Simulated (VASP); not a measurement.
# CdO (nc) (Fm-3m) in VASP: notebook, part 2 of 2

VASP 6.6.1. Earlier steps stand in the parts before.

## Step 3: Relaxation of cell and atoms, PBE, target pressure 75 GPa, at which the enthalpy is minimised

This run uses another cell than the first one, of 10.08 Å³/atom, 1.078 times its volume.

The input, INCAR:

```
PREC     = Accurate       # precision mode
ENCUT    = 600            # plane-wave cutoff, eV
EDIFF    = 1E-7           # SCF threshold, eV
ISMEAR   = 0              # smearing method
SIGMA    = 0.01           # smearing width, eV
LREAL    = False          # projectors in reciprocal space
LASPH    = True           # aspherical terms in the spheres
NELM     = 120            # most SCF steps
ALGO     = Normal         # electronic algorithm
ISIF     = 3              # what is computed and relaxed
LWAVE    = False          # write WAVECAR
LCHARG   = False          # write CHGCAR
GGA      = PE             # functional
IBRION   = 2              # ionic algorithm
NSW      = 100            # ionic steps
EDIFFG   = -0.002         # ionic threshold
PSTRESS  = 750.0        
GGA_COMPAT= False        
NELMIN   = 4
```

The input, KPOINTS:

```
Automatic mesh
0
Gamma
  14 14 14
```

The input, POSCAR:

```
CdO
1.0
    0.0000000000      2.1604796711      2.1604796711
    2.1604796711      0.0000000000      2.1604796711
    2.1604796711      2.1604796711      0.0000000000
Cd O
1 1
Direct
    0.0000000000      0.0000000000      0.0000000000
    0.5000000000      0.5000000000      0.5000000000
```

Potentials or basis: VASP PAW PBE potentials, release 64 (Cd, O).

Command:

```bash
$ cat potpaw_PBE.64/Cd/POTCAR potpaw_PBE.64/O/POTCAR > POTCAR
$ mpirun -np 1 vasp_std > vasp.out
```

OUTCAR:

```text
PREC = Accurate
   ENCUT = 600
   EDIFF = 1E-7
   ISMEAR = 0
   LREAL = False
   LASPH = True
   NELM = 120
   ISIF = 3
   GGA = PE
   IBRION = 2
   NSW = 100
   EDIFFG = -0.002
   PSTRESS = 750.0
   NELMIN = 4

 ion  position               nearest neighbor table
   1  0.000  0.000  0.000-   2 2.16   2 2.16   2 2.16   2 2.16   2 2.16   2 2.16
   2  0.500  0.500  0.500-   1 2.16   1 2.16   1 2.16   1 2.16   1 2.16   1 2.16

  LATTYP: Found a face centered cubic cell.
 ALAT       =     4.3209593422

  Lattice vectors:

 A1 = (   0.0000000000,   2.1604796711,   2.1604796711)
 A2 = (   2.1604796711,   0.0000000000,   2.1604796711)
 A3 = (   2.1604796711,   2.1604796711,   0.0000000000)

Analysis of symmetry for initial positions (statically):
=====================================================================
[... 306 lines left out ...]
      1     -14.8483      2.00000
      2      -2.7401      2.00000
      3      -2.7401      2.00000
      4      -2.7401      2.00000
      5      -2.2277      2.00000
      6      -2.2277      2.00000
      7       2.2747      2.00000
      8       2.2747      2.00000
      9       2.2747      2.00000
     10       4.8768      0.00000
     11      19.8396      0.00000
     12      23.5100      0.00000
     13      23.5100      0.00000
[... 354 lines left out ...]
  band No.  band energies     occupation
      1     -14.1621      2.00000
      2      -3.7502      2.00000
      3      -3.2301      2.00000
      4      -2.8865      2.00000
      5      -2.4167      2.00000
      6      -1.9847      2.00000
      7       0.7370      2.00000
      8       2.7297      2.00000
      9       3.2786      2.00000
     10       8.8503      0.00000
     11      16.3871      0.00000
     12      18.4065      0.00000
     13      20.1538      0.00000

 [... further k-points ...]

------------------------ aborting loop because EDIFF is reached ----------------------------------------

  FORCE on cell =-STRESS in cart. coord.  units (eV):
  Direction    XX          YY          ZZ          XY          YZ          ZX
  --------------------------------------------------------------------------------------
  -------------------------------------------------------------------------------------
  Total        9.5484735      9.5484735      9.5484735      0.0000000      0.0000000      0.0000000
  in kB      750.2544525    750.2544525    750.2544525      0.0000000      0.0000000      0.0000000
  external PRESSURE =       0.2544525 kB  Pullay stress =     750.0000000 kB
[... 21 lines left out ...]
  energy  without entropy=       -6.4933525558  energy(sigma->0) =       -6.49335256

  enthalpy is  TOTEN    =         3.0518825085 eV   P V=        9.5452350643

 reached required accuracy - stopping structural energy minimisation
```

OSZICAR:

```text
N       E                     dE             d eps       ncg     rms          rms(c)
DAV:   1     0.135995888196E+03    0.13600E+03   -0.11988E+04  2840   0.167E+03
DAV:   2    -0.417991028034E+01   -0.14018E+03   -0.13159E+03  2979   0.372E+02
DAV:   3    -0.825173625160E+01   -0.40718E+01   -0.40627E+01  2929   0.716E+01
[... 35 lines left out ...]
DAV:   2    -0.649335282348E+01    0.71453E-05   -0.15148E-05  2929   0.635E-02    0.905E-03
DAV:   3    -0.649335218057E+01    0.64291E-06   -0.18208E-06  2869   0.284E-02    0.789E-03
DAV:   4    -0.649335236547E+01   -0.18490E-06   -0.11656E-07  1382   0.430E-03    0.381E-03
DAV:   5    -0.649335257421E+01   -0.20874E-06   -0.32355E-08  1377   0.241E-03    0.459E-04
DAV:   6    -0.649335255582E+01    0.18392E-07   -0.66295E-09  1367   0.149E-03
   4 F= 0.30518825E+01 E0= 0.30518825E+01  d E =-.337564E-02
```

CONTCAR:

```text
CdO
   1.00000000000000
     0.0000000000000000    2.1683796214116615    2.1683796214116615
     2.1683796214116615   -0.0000000000000000    2.1683796214116615
     2.1683796214116615    2.1683796214116615   -0.0000000000000000
  Cd              O
     1     1
Direct
     0.0000000000000000    0.0000000000000000    0.0000000000000000
     0.5000000000000000    0.5000000000000000    0.5000000000000000

  0.00000000E+00  0.00000000E+00  0.00000000E+00
  0.00000000E+00  0.00000000E+00  0.00000000E+00
```

Wall time 47 s (1 thread of AMD EPYC 9R45 (Zen 5), shared host); peak memory 0.13 GiB.

Results:

| Property | Result |
| --- | --- |
| Free energy | -6.4934 eV |
| Relaxed volume | 10.20 Å³/atom |
| Relaxed cell | a = 3.067 Å, b = 3.067 Å, c = 3.067 Å, α = 60.00°, β = 60.00°, γ = 60.00° |
| Space group after relaxing (to 0.05 Å) | Fm-3m (No. 225) |
| Energy change on relaxing (the enthalpy is what falls) | -53.7 meV/atom |
| Ionic steps | 4 |
| Pressure after relaxing | 75.0 GPa |
| Band gap on the k mesh | 0.07 eV, indirect (least direct gap 2.60 eV) |

The path:
```csv
step,energy change (eV),largest force (eV/Å),pressure (GPa),volume (Å³)
1,0.0000,0.0000,79.91,20.17
2,-0.4013,0.0000,61.29,21.08
3,-0.1095,0.0000,74.93,20.40
4,-0.1073,0.0000,75.03,20.39
```

Final structure:
```
Cd O
1.0
     0.00000    2.16838    2.16838
     2.16838    0.00000    2.16838
     2.16838    2.16838    0.00000
Cd O
1 1
Direct
  0.00000 0.00000 0.00000
  0.50000 0.50000 0.50000
```

Caveat: the cell is relaxed towards a set pressure, so the enthalpy falls and the energy may rise. PBE usually gives volumes a little too large and moduli too small.

## Step 4: Relaxation of cell and atoms, PBE, target pressure 75 GPa, at which the enthalpy is minimised

This run uses another cell than the first one, of 10.08 Å³/atom, 1.078 times its volume.

The input, INCAR:

```
SYSTEM = CdO
PREC = Accurate
ENCUT = 600
EDIFF = 1E-7
ISMEAR = 0
SIGMA = 0.01
LREAL = .False.
LASPH = .True.
NELM = 120
ALGO = Normal
ISIF = 3
LWAVE = .False.
LCHARG = .False.
GGA = PE
IBRION = 2
NSW = 70
EDIFFG = -0.004
PSTRESS = 750.0
GGA_COMPAT = .False.
NELMIN = 4
```

The input, KPOINTS:

```
regular mesh
0
Gamma
  14 14 14
  0 0 0
```

POSCAR is that of step 3.

Command:

```bash
$ cat potpaw_PBE.64/Cd/POTCAR potpaw_PBE.64/O/POTCAR > POTCAR
$ mpirun -np 1 vasp_std > vasp.out
```

It took 46 s on 1 thread of AMD EPYC 9R45 (Zen 5), shared host; peak memory 0.14 GiB.

Results (log left out):

```
Free energy                                            : -6.4934 eV
Relaxed volume                                         : 10.20 Å³/atom
Relaxed cell                                           : a = 3.067 Å, b = 3.067 Å, c = 3.067 Å, α = 60.00°, β = 60.00°, γ = 60.00°
Space group after relaxing (to 0.05 Å)                 : Fm-3m (No. 225)
Energy change on relaxing (the enthalpy is what falls) : -53.7 meV/atom
Ionic steps                                            : 4
Pressure after relaxing                                : 75.0 GPa
Band gap on the k mesh                                 : 0.07 eV, indirect (least direct gap 2.60 eV)
```

The path:
```tsv
step	energy change (eV)	largest force (eV/Å)	pressure (GPa)	volume (Å³)
1	0.0000	0.0000	79.91	20.17
2	-0.4013	0.0000	61.29	21.08
3	-0.1095	0.0000	74.93	20.40
4	-0.1073	0.0000	75.03	20.39
```

Final structure:
```
Cd O
1.0
     0.00000    2.16838    2.16838
     2.16838    0.00000    2.16838
     2.16838    2.16838    0.00000
Cd O
1 1
Cartesian
  0.0000 0.0000 0.0000
  2.1684 2.1684 2.1684
```

Levels at points of the mesh, in eV from the valence-band top:
```
           k point  band 5  band 6  band 7  band 8  band 9  band 10  band 11  band 12  band 13
(0.00, 0.00, 0.00)   -7.03   -7.03   -2.53   -2.53   -2.53     0.07    15.04    18.71    18.71
(0.50, 0.00, 0.00)   -6.58   -6.58   -4.43    0.00    0.00     4.39     9.03    13.04    13.04
(0.50, 0.50, 0.00)   -6.32   -6.32   -5.54   -3.80   -3.80     4.88     9.50    12.08    15.47
```

Caveat: the cell is relaxed towards a set pressure, so the enthalpy falls and the energy may rise.
